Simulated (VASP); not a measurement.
# Ga (P6_3/mmc) in VASP: further runs, part 2 of 2

VASP 6.6.1. The steps go on from the part before.

## 3. Single point, LDA (16.57 Å³/atom)

This run uses another cell than the first one, of 16.57 Å³/atom.

The input, INCAR:

```
PREC     = Accurate       # precision mode
ENCUT    = 520            # plane-wave cutoff, eV
EDIFF    = 1E-6           # SCF threshold, eV
ISMEAR   = -1             # smearing method
SIGMA    = 0.1            # smearing width, eV
LREAL    = False          # projectors in reciprocal space
LASPH    = True           # aspherical terms in the spheres
NELM     = 80             # most SCF steps
ALGO     = Normal         # electronic algorithm
ISIF     = 2              # what is computed and relaxed
LWAVE    = False          # write WAVECAR
LCHARG   = False          # write CHGCAR
NBANDS   = 20             # bands
```

The input, KPOINTS:

```
Automatic mesh
0
Gamma
  14 14 8
```

The input, POSCAR:

```
Ga
1.0
    2.8940217364      0.0000000000      0.0000000000
   -1.4470108682      2.5062963428      0.0000000000
    0.0000000000      0.0000000000      4.5689720175
Ga
2
Direct
    0.3333333333      0.6666666667      0.2500000000
    0.6666666667      0.3333333333      0.7500000000
```

Potentials or basis: VASP PAW LDA potentials, release 64 (Ga_d).

Command:

```console
$ cat potpaw_LDA.64/Ga_d/POTCAR > POTCAR
$ mpirun -np 1 vasp_std > vasp.out
```

OUTCAR:

```text
PREC = Accurate
   ENCUT = 520
   EDIFF = 1E-6
   ISMEAR = -1
   LREAL = False
   LASPH = True
   NELM = 80
   ISIF = 2

 ion  position               nearest neighbor table
   1  0.333  0.667  0.250-   2 2.83   2 2.83   2 2.83   2 2.83   2 2.83   2 2.83
   2  0.667  0.333  0.750-   1 2.83   1 2.83   1 2.83   1 2.83   1 2.83   1 2.83

  LATTYP: Found a hexagonal cell.
 ALAT       =     2.8940217364
 C/A-ratio  =     1.5787621634

  Lattice vectors:

 A1 = (   2.8940217364,   0.0000000000,   0.0000000000)
 A2 = (  -1.4470108682,   2.5062963428,   0.0000000000)
 A3 = (   0.0000000000,   0.0000000000,   4.5689720175)

Analysis of symmetry for initial positions (statically):
=====================================================================
 Subroutine PRICEL returns:
 Original cell was already a primitive cell.

 Routine SETGRP: Setting up the symmetry group for a
 hexagonal supercell.

 Subroutine GETGRP returns: Found 24 space group operations
 (whereof 12 operations were pure point group operations)
 out of a pool of 24 trial point group operations.

The static configuration has the point symmetry D_3d.
 The point group associated with its full space group is D_6h.

Analysis of symmetry for dynamics (positions and initial velocities):
=====================================================================
 Subroutine PRICEL returns:
 Original cell was already a primitive cell.

 Routine SETGRP: Setting up the symmetry group for a
 hexagonal supercell.

 Subroutine GETGRP returns: Found 24 space group operations
 (whereof 12 operations were pure point group operations)
 out of a pool of 24 trial point group operations.

The dynamic configuration has the point symmetry D_3d.
 The point group associated with its full space group is D_6h.

 Subroutine INISYM returns: Found 24 space group operations
 (whereof 12 operations are pure point group operations),
[... 110 lines left out ...]
   EFERMI =   0.00;   METHOD = LEGACY
   ISMEAR =    -1;   SIGMA  =   0.10  broadening in eV -4-tet -1-fermi 0-gaus
   EFERMI_NEDOS =   21; number of points for ismear=-14 and -15
   IALGO  =     38    algorithm
   IMIX   =      4    mixing-type and parameters
     AMIX     =   0.40;   BMIX     =  1.00
     AMIX_MAG =   1.60;   BMIX_MAG =  1.00
  volume/ion in A,a.u.               =      16.57       111.82
  Fermi-wavevector in a.u.,A,eV,Ry     =   1.509901  2.853299 31.018563  2.279800
  Thomas-Fermi vector in A             =   2.620162
   LORBIT       =      0    0 simple, 1 ext, 2 COOP (PROOUT), +10 PAW based schemes
   GGA     = CA    functional components
   LHFCALC =     F    Hartree Fock is set to
   AEXX    =    0.0000 exact exchange contribution
   IVDW    =     0    specifies the selected vdW correction
   LEPSILON=     F    determine dielectric tensor
   LRPA    =     F    only Hartree local field effects (RPA)
 non-spin polarized calculation
  energy-cutoff  :      520.00
  volume of cell :       33.14
 maximum number of plane-waves:       916
 NGX is ok and might be reduce to    24
   NGX = 11   NGY = 11   NGZ = 17

 number of electron      25.9999996 magnetization

 Free energy of the ion-electron system (eV)
  ---------------------------------------------------
  ext. energy  EPLUGINS =         0.00000000
  ---------------------------------------------------
  free energy    TOTEN  =        -7.08391833 eV

  energy without entropy =       -7.05624614  energy(sigma->0) =       -7.07008223

 E-fermi :   6.6150     XC(G=0): -12.0062

 val. band max:        6.6108924039   @ k =   0.0714   0.0714   0.2500
 cond. band min:       6.6270168921   @ k =   0.2857   0.2143   0.0000
 fundamental gap:      0.0161244882
 Fermi energy:         6.6150003518

 k-point     1 :       0.0000    0.0000    0.0000
  band No.  band energies     occupation
      1      -8.6578      2.00000
      2      -8.5053      2.00000
      3      -8.5053      2.00000
      4      -8.5044      2.00000
      5      -8.4695      2.00000
      6      -8.4695      2.00000
[... 541 lines left out ...]
     19      13.6741      0.00000
     20      25.1346      0.00000

 [... further k-points ...]

------------------------ aborting loop because EDIFF is reached ----------------------------------------

  FORCE on cell =-STRESS in cart. coord.  units (eV):
  Direction    XX          YY          ZZ          XY          YZ          ZX
  --------------------------------------------------------------------------------------
  -------------------------------------------------------------------------------------
  Total        0.6181718      0.6181718      0.7197927      0.0000000     -0.0000000      0.0000000
  in kB       29.8859480     29.8859480     34.7988840      0.0000000     -0.0000000      0.0000000
  external PRESSURE =      31.5235934 kB  Pullay stress =       0.0000000 kB

 VOLUME and BASIS-vectors are now :
 -----------------------------------------------------------------------------
  energy-cutoff  :      520.00
  volume of cell :       33.14
      direct lattice vectors                 reciprocal lattice vectors
     2.894021736  0.000000000  0.000000000     0.345539906  0.199497558  0.000000000
    -1.447010868  2.506296343  0.000000000     0.000000000  0.398995116  0.000000000
     0.000000000  0.000000000  4.568972018     0.000000000  0.000000000  0.218867613

 POSITION                                       TOTAL-FORCE (eV/Angst)
 -----------------------------------------------------------------------------------
     -0.00000      1.67086      1.14224         0.000000      0.000000      0.000000
      1.44701      0.83543      3.42673        -0.000000     -0.000000     -0.000000
 -----------------------------------------------------------------------------------
    total drift:                               -0.000000      0.000000      0.000000

  FREE ENERGIE OF THE ION-ELECTRON SYSTEM (eV)
  ---------------------------------------------------
  free  energy   TOTEN  =        -7.0839183267 eV

  energy  without entropy=       -7.0562461366  energy(sigma->0) =       -7.07008223
```

OSZICAR:

```text
N       E                     dE             d eps       ncg     rms          rms(c)
DAV:   1     0.131871865956E+03    0.13187E+03   -0.13256E+04  5112   0.256E+03
DAV:   2     0.417851243953E+01   -0.12769E+03   -0.12440E+03  4924   0.389E+02
DAV:   3    -0.701095332621E+01   -0.11189E+02   -0.11127E+02  5376   0.945E+01
DAV:   4    -0.716997055086E+01   -0.15902E+00   -0.15893E+00  5588   0.124E+01
DAV:   5    -0.717260075303E+01   -0.26302E-02   -0.26301E-02  5448   0.158E+00    0.136E+00
DAV:   6    -0.710321317206E+01    0.69388E-01   -0.10606E-01  6612   0.571E+00    0.635E-01
DAV:   7    -0.708596660822E+01    0.17247E-01   -0.18050E-02  6988   0.182E+00    0.167E-01
DAV:   8    -0.708392097289E+01    0.20456E-02   -0.21048E-03  5588   0.645E-01    0.117E-02
DAV:   9    -0.708391800520E+01    0.29677E-05   -0.45027E-05  6088   0.666E-02    0.459E-03
DAV:  10    -0.708391832674E+01   -0.32154E-06   -0.24348E-06  4284   0.234E-02
   1 F= -.70839183E+01 E0= -.70700822E+01  d E =-.276722E-01
```

stdout:

```text
POSCAR found type information on POSCAR Ga
 POSCAR found :  1 types and       2 ions
 scaLAPACK will be used
 LDA part: xc-table for (Slater(with rela. corr.)+CA(PZ))
 , standard interpolation
 POSCAR, INCAR and KPOINTS ok, starting setup
 FFT: planning ... GRIDC
 FFT: planning ... GRID_SOFT
 FFT: planning ... GRID
 WAVECAR not read
 entering main loop
```

Run time: 70 s. Hardware: 1 thread of Intel Xeon 8259CL, shared host; peak memory 0.18 GiB.

Results:

```
Free energy            : -7.0839 eV
Pressure               : 3.2 GPa
Band gap on the k mesh : zero (bands 13 and 14 overlap by 8.81 eV)
```

Caveat: the cell stands under pressure.
